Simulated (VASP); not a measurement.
# Rb (Immm) in VASP: notebook

Rb is run at these levels: LDA; tasks: single point.

All numbers are computed with VASP 6.6.1; they aren't measurements. Logs are shortened: lines on timing, memory, paths and dates and some standing lists are left out, and cuts for length are marked.

## 1. The cell of the first run

Symmetry: Immm, No. 71, orthorhombic system. Conventional cell: a = 5.122 Å, b = 5.173 Å, c = 7.280 Å, α = 90.00°, β = 90.00°, γ = 90.00°.

## 2. Single point, LDA (strain -0.0100 x Voigt [0, 0, 0, 0, 0, 1])

Contents of INCAR:

```
SYSTEM = Rb
PREC = Accurate
ENCUT = 520
EDIFF = 1E-6
ISMEAR = 0
SIGMA = 0.15
LREAL = .False.
LASPH = .True.
NELM = 100
ALGO = Normal
ISIF = 2
LWAVE = .False.
LCHARG = .False.
NBANDS = 10
```

Contents of KPOINTS:

```
regular mesh
0
Gamma
  12 12 12
  0 0 0
```

Contents of POSCAR:

```
Rb
1.0
   -0.0181994234      3.6398846700      3.6398846700
    3.6398846700     -0.0181994234      3.6398846700
    3.6216852466      3.6216852466      0.0000000000
Rb
1
Direct
    0.0000000000      0.0000000000      0.0000000000
```

Potentials or basis: VASP PAW LDA potentials, release 64 (Rb_sv).

Command:

```sh
> cat potpaw_LDA.64/Rb_sv/POTCAR > POTCAR
> mpirun -np 1 vasp_std > vasp.out
```

OUTCAR:

```text
SYSTEM = Rb
   PREC = Accurate
   ENCUT = 520
   EDIFF = 1E-6
   ISMEAR = 0
   LREAL = .False.
   LASPH = .True.
   NELM = 100
   ISIF = 2

 ion  position               nearest neighbor table
   1  0.000  0.000  0.000-

  LATTYP: Found a body centered orthorhombic cell.
 ALAT       =     5.1218363944
 B/A-ratio  =     1.0100502513
 C/A-ratio  =     1.4213201632

  Lattice vectors:

 A1 = (   0.0181994234,  -3.6398846700,  -3.6398846700)
 A2 = (  -0.0181994234,   3.6398846700,  -3.6398846700)
 A3 = (   3.6398846700,  -0.0181994234,   3.6398846700)

Analysis of symmetry for initial positions (statically):
=====================================================================
 Subroutine PRICEL returns:
 Original cell was already a primitive cell.

 Routine SETGRP: Setting up the symmetry group for a
 body centered orthorhombic supercell.

 Subroutine GETGRP returns: Found  8 space group operations
 (whereof  8 operations were pure point group operations)
 out of a pool of  8 trial point group operations.

The static configuration has the point symmetry D_2h.

Analysis of symmetry for dynamics (positions and initial velocities):
=====================================================================
 Subroutine PRICEL returns:
 Original cell was already a primitive cell.

 Routine SETGRP: Setting up the symmetry group for a
 body centered orthorhombic supercell.

 Subroutine GETGRP returns: Found  8 space group operations
 (whereof  8 operations were pure point group operations)
 out of a pool of  8 trial point group operations.

The dynamic configuration has the point symmetry D_2h.

 Subroutine INISYM returns: Found  8 space group operations
 (whereof  8 operations are pure point group operations),
 and found     1 'primitive' translations

----------------------------------------------------------------------------------------

                                     Primitive cell

  volume of cell :      96.4455

  direct lattice vectors                    reciprocal lattice vectors
    -0.018199423  3.639884670  3.639884670    -0.136683572  0.136683572  0.137366990
     3.639884670 -0.018199423  3.639884670     0.136683572 -0.136683572  0.137366990
     3.621685247  3.621685247  0.000000000     0.138057276  0.138057276 -0.137366990

  length of vectors
     5.147606438  5.147606438  5.121836394     0.237138119  0.237138119  0.238724345

  position of ions in fractional coordinates (direct lattice)
     0.000000000  0.000000000  0.000000000

  ion indices of the primitive-cell ions
   primitive index   ion index
                 1           1

----------------------------------------------------------------------------------------

 KPOINTS: regular mesh

Automatic generation of k-mesh.
 Grid dimensions read from file:
 generate k-points for:   12   12   12

 Generating k-lattice:

  Cartesian coordinates                     Fractional coordinates (reciprocal lattice)
    -0.011390298  0.011390298  0.011447249     0.083333333 -0.000000000  0.000000000
     0.011390298 -0.011390298  0.011447249    -0.000000000  0.083333333  0.000000000
     0.011504773  0.011504773 -0.011447249     0.000000000  0.000000000  0.083333333

  Length of vectors
     0.019761510  0.019761510  0.019893695

  Shift w.r.t. Gamma in fractional coordinates (k-lattice)
     0.000000000  0.000000000  0.000000000

 Subroutine IBZKPT returns following result:
 ===========================================

 Found    280 irreducible k-points:

 Following reciprocal coordinates:
            Coordinates               Weight
  0.000000  0.000000  0.000000      1.000000
  0.083333  0.000000  0.000000      4.000000
  0.166667  0.000000  0.000000      4.000000
  0.250000 -0.000000  0.000000      4.000000
  0.333333  0.000000  0.000000      4.000000
  0.416667 -0.000000  0.000000      4.000000
[... 16 lines left out ...]
  0.500000  0.166667  0.000000      4.000000
 -0.416667  0.166667  0.000000      4.000000
 [... further k-points ...]
   k-points           NKPTS =    280   k-points in BZ     NKDIM =    280   number of bands    NBANDS=     10
   number of dos      NEDOS =    301   number of ions     NIONS =      1
   total plane-waves  NPLWV =  64000
   dimension x,y,z NGX =    40 NGY =   40 NGZ =   40
   dimension x,y,z NGXF=    80 NGYF=   80 NGZF=   80
   ions per type =               1
   NGX,Y,Z   is equivalent  to a cutoff of  12.92, 12.92, 12.98 a.u.
   NGXF,Y,Z  is equivalent  to a cutoff of  25.84, 25.84, 25.97 a.u.
 SYSTEM =  Rb
   PREC   = accura    normal or accurate (medium, high low for compatibility)
   ISTART =      0    job   : 0-new  1-cont  2-samecut
   ICHARG =      2    charge: 1-file 2-atom 10-const
   ISPIN  =      1    spin polarized calculation?
   LNONCOLLINEAR =      F non collinear calculations
   LSORBIT =      F    spin-orbit coupling
   LASPH  =      T    aspherical Exc in radial PAW
   ENCUT  =  520.0 eV  38.22 Ry    6.18 a.u.   9.57  9.57  9.52*2*pi/ulx,y,z
   NELM   =    100;   NELMIN=  2; NELMDL= -5     # of ELM steps
   EDIFF  = 0.1E-05   stopping-criterion for ELM
   LREAL  =      F    real-space projection
   EDIFFG = 0.1E-04   stopping-criterion for IOM
   NSW    =      0    number of steps for IOM
   IBRION =     -1    ionic relax: 0-MD 1-quasi-New 2-CG
   NFREE  =      0    steps in history (QN), initial steepest desc. (CG)
   ISIF   =      2    stress and relaxation
   ISYM   =      2    0-nonsym 1-usesym 2-fastsym
   POTIM  = 0.5000    time-step for ionic-motion
   TEBEG  =    0.0;   TEEND  =   0.0 temperature during run
   PSTRESS=    0.0 pullay stress
   NELECT =       9.0000    total number of electrons
   NUPDOWN=      -1.0000    fix difference up-down
   EMIN   =  10.00;   EMAX   =-10.00  energy-range for DOS
   EFERMI =   0.00;   METHOD = LEGACY
   ISMEAR =     0;   SIGMA  =   0.15  broadening in eV -4-tet -1-fermi 0-gaus
   EFERMI_NEDOS =   21; number of points for ismear=-14 and -15
   IALGO  =     38    algorithm
   IMIX   =      4    mixing-type and parameters
     AMIX     =   0.40;   BMIX     =  1.00
     AMIX_MAG =   1.60;   BMIX_MAG =  1.00
  volume/ion in A,a.u.               =      96.45       650.85
  Fermi-wavevector in a.u.,A,eV,Ry     =   0.742554  1.403225  7.502078  0.551387
  Thomas-Fermi vector in A             =   1.837461
   LORBIT       =      0    0 simple, 1 ext, 2 COOP (PROOUT), +10 PAW based schemes
   GGA     = CA    functional components
   LHFCALC =     F    Hartree Fock is set to
   AEXX    =    0.0000 exact exchange contribution
   IVDW    =     0    specifies the selected vdW correction
   LEPSILON=     F    determine dielectric tensor
   LRPA    =     F    only Hartree local field effects (RPA)
 non-spin polarized calculation
 Gauss-broadening in eV      SIGMA  =   0.15
  energy-cutoff  :      520.00
  volume of cell :       96.45
 maximum number of plane-waves:      2660
 NGX is ok and might be reduce to    40
   NGX = 19   NGY = 19   NGZ = 19

 number of electron       9.0000000 magnetization

 Free energy of the ion-electron system (eV)
  ---------------------------------------------------
  ext. energy  EPLUGINS =         0.00000000
  ---------------------------------------------------
  free energy    TOTEN  =        -1.03146745 eV

  energy without entropy =       -1.02123906  energy(sigma->0) =       -1.02635326

 E-fermi :  -0.3389     XC(G=0):  -5.5300

 val. band max:       -0.3598835902   @ k =   0.0833   0.0833   0.5000
 cond. band min:      -0.2592347392   @ k =  -0.1667   0.3333   0.2500
 fundamental gap:      0.1006488510
 Fermi energy:        -0.3388813984

 k-point     1 :       0.0000    0.0000    0.0000
  band No.  band energies     occupation
      1     -29.1545      2.00000
      2     -13.2613      2.00000
      3     -13.2608      2.00000
      4     -13.2603      2.00000
      5      -2.2331      2.00000
      6       3.0989      0.00000
      7       3.1318      0.00000
      8       3.1665      0.00000
      9       4.3799      0.00000
     10       4.3800      0.00000

 k-point     2 :       0.0833    0.0000    0.0000
  band No.  band energies     occupation
      1     -29.1543      2.00000
      2     -13.2665      2.00000
      3     -13.2617      2.00000
      4     -13.2610      2.00000
      5      -2.1594      2.00000
      6       2.9099      0.00000
      7       3.1525      0.00000
      8       3.1988      0.00000
      9       4.2983      0.00000
     10       4.3014      0.00000

 k-point     3 :       0.1667    0.0000    0.0000
  band No.  band energies     occupation
      1     -29.1538      2.00000
      2     -13.2810      2.00000
      3     -13.2636      2.00000
      4     -13.2630      2.00000
      5      -1.9428      2.00000
      6       2.4571      0.00000
      7       3.2058      0.00000
      8       3.2554      0.00000
      9       4.1779      0.00000
     10       4.1863      0.00000

 k-point     4 :       0.2500   -0.0000    0.0000
  band No.  band energies     occupation
      1     -29.1531      2.00000
      2     -13.3006      2.00000
      3     -13.2662      2.00000
      4     -13.2658      2.00000
      5      -1.5959      2.00000
      6       1.9118      0.00000
      7       3.1813      0.00000
      8       3.2301      0.00000
      9       4.2392      0.00000
     10       4.2561      0.00000
[... 222 lines left out ...]
 k-point    22 :       0.4167    0.1667    0.0000
  band No.  band energies     occupation
      1     -29.1517      2.00000
      2     -13.3234      2.00000
      3     -13.2791      2.00000
      4     -13.2756      2.00000
      5      -0.7317      1.99979
      6       1.2256      0.00000
      7       2.4494      0.00000
      8       3.2235      0.00000
      9       3.9625      0.00000
     10       5.1234      0.00000

 k-point    23 :       0.5000    0.1667    0.0000
  band No.  band energies     occupation
      1     -29.1514      2.00000
      2     -13.3316      2.00000
      3     -13.2831      2.00000
      4     -13.2758      2.00000
      5      -0.1996      0.18907
      6       0.6744      0.00000
      7       2.3429      0.00000
      8       3.1647      0.00000
      9       4.0417      0.00000
     10       5.1429      0.00000

 k-point    24 :      -0.4167    0.1667    0.0000
  band No.  band energies     occupation
      1     -29.1513      2.00000
      2     -13.3319      2.00000
      3     -13.2857      2.00000
      4     -13.2742      2.00000
      5      -0.0464      0.00582
      6       0.5263      0.00000
      7       2.2756      0.00000
      8       3.1589      0.00000
      9       4.1788      0.00000
     10       4.9264      0.00000

 [... further k-points ...]

------------------------ aborting loop because EDIFF is reached ----------------------------------------

  FORCE on cell =-STRESS in cart. coord.  units (eV):
  Direction    XX          YY          ZZ          XY          YZ          ZX
  --------------------------------------------------------------------------------------
  -------------------------------------------------------------------------------------
  Total       -0.3063280     -0.3063280     -0.3064363      0.0079381      0.0000000      0.0000000
  in kB       -5.0887981     -5.0887981     -5.0905975      0.1318698      0.0000000      0.0000000
  external PRESSURE =      -5.0893979 kB  Pullay stress =       0.0000000 kB

 VOLUME and BASIS-vectors are now :
 -----------------------------------------------------------------------------
  energy-cutoff  :      520.00
  volume of cell :       96.45
      direct lattice vectors                 reciprocal lattice vectors
    -0.018199423  3.639884670  3.639884670    -0.136683572  0.136683572  0.137366990
     3.639884670 -0.018199423  3.639884670     0.136683572 -0.136683572  0.137366990
     3.621685247  3.621685247  0.000000000     0.138057276  0.138057276 -0.137366990

 POSITION                                       TOTAL-FORCE (eV/Angst)
 -----------------------------------------------------------------------------------
      0.00000      0.00000      0.00000         0.000000     -0.000000      0.000000
 -----------------------------------------------------------------------------------
    total drift:                                0.000000     -0.000000     -0.000000

  FREE ENERGIE OF THE ION-ELECTRON SYSTEM (eV)
  ---------------------------------------------------
  free  energy   TOTEN  =        -1.0314674472 eV

  energy  without entropy=       -1.0212390648  energy(sigma->0) =       -1.02635326
```

Run time: 70 s. Hardware: 1 thread of Intel Xeon 6975P-C (Granite Rapids), shared host; peak memory 0.38 GiB.

What came out:

```yaml
Free_energy: -1.0315 eV
Pressure: -0.5 GPa
Band_gap_on_the_k_mesh: zero (an odd number of electrons rules out a gap without spin polarisation)
```

Levels at points of the mesh, in eV from the Fermi level:
```
           k point  band 2  band 3  band 4  band 5  band 6  band 7  band 8  band 9
(0.00, 0.00, 0.00)  -12.92  -12.92  -12.92   -1.89    3.44    3.47    3.51    4.72
(0.50, 0.00, 0.00)  -13.00  -12.93  -12.93    0.10    0.69    3.28    3.32    5.21
(0.50, 0.50, 0.00)  -13.00  -12.95  -12.95    0.67    1.38    1.83    4.25    4.36
(0.00, 0.00, 0.50)  -13.00  -12.93  -12.93    0.12    0.71    3.26    3.30    5.20
(0.50, 0.00, 0.50)  -13.00  -12.95  -12.95    0.67    1.38    1.83    4.31    4.31
```

Caveat: the cell differs from its parent crystal (strain -0.0100 x Voigt [0, 0, 0, 0, 0, 1]).

## 3. Single point, LDA (strain +0.0150 x Voigt [0, 0, 0, 0, 0, 1])

Contents of INCAR:

```
  ALGO = Normal
  EDIFF = 1E-7
  ENCUT = 520
  GGA = CA
  ISIF = 2
  ISMEAR = 0
  LASPH = True
  LCHARG = False
  LREAL = False
  LWAVE = False
  NBANDS = 10
  NELM = 100
  PREC = Accurate
  SIGMA = 0.15
```

Contents of KPOINTS:

```
k-points
0
Gamma
  12 12 12
```

Contents of POSCAR:

```
Rb
1.0
    0.0272991350      3.6398846700      3.6398846700
    3.6398846700      0.0272991350      3.6398846700
    3.6671838050      3.6671838050      0.0000000000
Rb
1
Direct
    0.0000000000      0.0000000000      0.0000000000
```

Potentials or basis: VASP PAW LDA potentials, release 64 (Rb_sv).

Command:

```sh
> cat potpaw_LDA.64/Rb_sv/POTCAR > POTCAR
> mpirun -np 1 vasp_std > vasp.out
```

Run time: 81 s. Hardware: 1 thread of Intel Xeon 6975P-C (Granite Rapids), shared host; peak memory 0.38 GiB.

It converged, with:

| Item | Value |
| --- | --- |
| Free energy | -1.0314 eV |
| Pressure | -0.5 GPa |
| Band gap on the k mesh | zero (an odd number of electrons rules out a gap without spin polarisation) |

Levels at points of the mesh, in eV from the Fermi level:
```csv
k point,band 1,band 2,band 3,band 4,band 5,band 6,band 7,band 8,band 9,band 10
"(0.00, 0.00, 0.00)",-28.82,-12.92,-12.92,-12.92,-1.89,3.42,3.47,3.52,4.72,4.72
"(0.50, 0.00, 0.00)",-28.81,-13.00,-12.93,-12.93,0.13,0.72,3.24,3.31,5.20,5.64
"(0.50, 0.50, 0.00)",-28.81,-13.00,-12.95,-12.95,0.67,1.38,1.83,4.22,4.39,4.47
"(0.00, 0.00, 0.50)",-28.81,-13.00,-12.93,-12.93,0.09,0.68,3.27,3.34,5.20,5.58
"(0.50, 0.00, 0.50)",-28.81,-13.00,-12.95,-12.95,0.67,1.38,1.83,4.31,4.31,4.47
```

Caveat: the cell differs from its parent crystal (strain +0.0150 x Voigt [0, 0, 0, 0, 0, 1]).

## 4. Single point, LDA (strain +0.0050 x Voigt [0, 0, 0, 0, 0, 1])

Contents of INCAR:

```
  PREC = Accurate
  ENCUT = 520
  EDIFF = 1E-6
  ISMEAR = 0
  SIGMA = 0.15
  LREAL = False
  LASPH = True
  NELM = 100
  ALGO = Normal
  ISIF = 2
  LWAVE = False
  LCHARG = False
  NBANDS = 10
```

Contents of KPOINTS:

```
regular mesh
0
Gamma
  12 12 12
```

Contents of POSCAR:

```
Rb
1.0
    0.0090997117      3.6398846700      3.6398846700
    3.6398846700      0.0090997117      3.6398846700
    3.6489843817      3.6489843817      0.0000000000
Rb
1
Direct
    0.0000000000      0.0000000000      0.0000000000
```

Command:

```sh
> cat potpaw_LDA.64/Rb_sv/POTCAR > POTCAR
> mpirun -np 1 vasp_std > vasp.out
```

Run time: 72 s. Hardware: 1 thread of Intel Xeon 6975P-C (Granite Rapids), shared host; peak memory 0.38 GiB.

The run converged. Its results:

- Free energy: -1.0315 eV
- Pressure: -0.5 GPa
- Band gap on the k mesh: zero (an odd number of electrons rules out a gap without spin polarisation)

Levels at points of the mesh, in eV from the Fermi level:
```tsv
k point	band 3	band 4	band 5	band 6	band 7	band 8
(0.00, 0.00, 0.00)	-12.92	-12.92	-1.89	3.45	3.47	3.49
(0.50, 0.00, 0.00)	-12.93	-12.93	0.12	0.71	3.27	3.29
(0.50, 0.50, 0.00)	-12.95	-12.95	0.67	1.38	1.83	4.28
(0.00, 0.00, 0.50)	-12.93	-12.93	0.10	0.69	3.28	3.30
(0.50, 0.00, 0.50)	-12.95	-12.95	0.67	1.38	1.83	4.31
```

Caveat: the cell differs from its parent crystal (strain +0.0050 x Voigt [0, 0, 0, 0, 0, 1]).

## 5. Single point, LDA (strain +0.0175 x Voigt [0, 0, 0, 0, 0, 1])

Contents of INCAR:

```
  ALGO = Normal
  EDIFF = 1E-6
  ENCUT = 520
  ISIF = 2
  ISMEAR = 0
  LASPH = T
  LCHARG = F
  LREAL = F
  LWAVE = F
  NBANDS = 10
  NELM = 100
  PREC = Accurate
  SIGMA = 0.15
```

Contents of KPOINTS:

```
k-points
0
Gamma
  12 12 12
```

Contents of POSCAR:

```
Rb
1.0
    0.0318489909      3.6398846700      3.6398846700
    3.6398846700      0.0318489909      3.6398846700
    3.6717336609      3.6717336609      0.0000000000
Rb
1
Direct
    0.0000000000      0.0000000000      0.0000000000
```

Command:

```sh
> cat potpaw_LDA.64/Rb_sv/POTCAR > POTCAR
> mpirun -np 1 vasp_std > vasp.out
```

It took 72 s on 1 thread of Intel Xeon 6975P-C (Granite Rapids), shared host; peak memory 0.38 GiB.

Results (log left out):

- Free energy: -1.0314 eV
- Pressure: -0.5 GPa
- Band gap on the k mesh: zero (an odd number of electrons rules out a gap without spin polarisation)

Levels at points of the mesh, in eV from the Fermi level:
| k point | band 2 | band 3 | band 4 | band 5 | band 6 | band 7 | band 8 | band 9 |
| --- | --- | --- | --- | --- | --- | --- | --- | --- |
| (0.00, 0.00, 0.00) | -12.92 | -12.92 | -12.92 | -1.89 | 3.41 | 3.47 | 3.53 | 4.72 |
| (0.50, 0.00, 0.00) | -13.00 | -12.93 | -12.93 | 0.13 | 0.72 | 3.23 | 3.31 | 5.20 |
| (0.50, 0.50, 0.00) | -13.00 | -12.95 | -12.95 | 0.67 | 1.38 | 1.83 | 4.21 | 4.41 |
| (0.00, 0.00, 0.50) | -13.00 | -12.93 | -12.93 | 0.09 | 0.68 | 3.27 | 3.35 | 5.20 |
| (0.50, 0.00, 0.50) | -13.00 | -12.95 | -12.95 | 0.67 | 1.38 | 1.83 | 4.31 | 4.31 |

Caveat: the cell differs from its parent crystal (strain +0.0175 x Voigt [0, 0, 0, 0, 0, 1]).

## 6. Overview

```csv
cell,gap on the mesh (eV),pressure (GPa)
"a = 5.148, b = 5.148, c = 5.122 Å, angles 60.2, 60.2, 60.3°, 1 atom",none,-0.5
"a = 5.148, b = 5.148, c = 5.186 Å, angles 59.8, 59.8, 59.5°, 1 atom",none,-0.5
"a = 5.148, b = 5.148, c = 5.160 Å, angles 59.9, 59.9, 59.8°, 1 atom",none,-0.5
"a = 5.148, b = 5.148, c = 5.193 Å, angles 59.7, 59.7, 59.4°, 1 atom",none,-0.5
```

Alike in all rows: task single point; level LDA; potentials or basis VASP PAW LDA potentials, release 64 (Rb_sv); no spin polarisation; k mesh 12 × 12 × 12; cutoff (eV) 520; smearing gaussian 0.15 eV.

Total energies depend on the potentials used, so only differences within one code and one set of settings carry meaning.
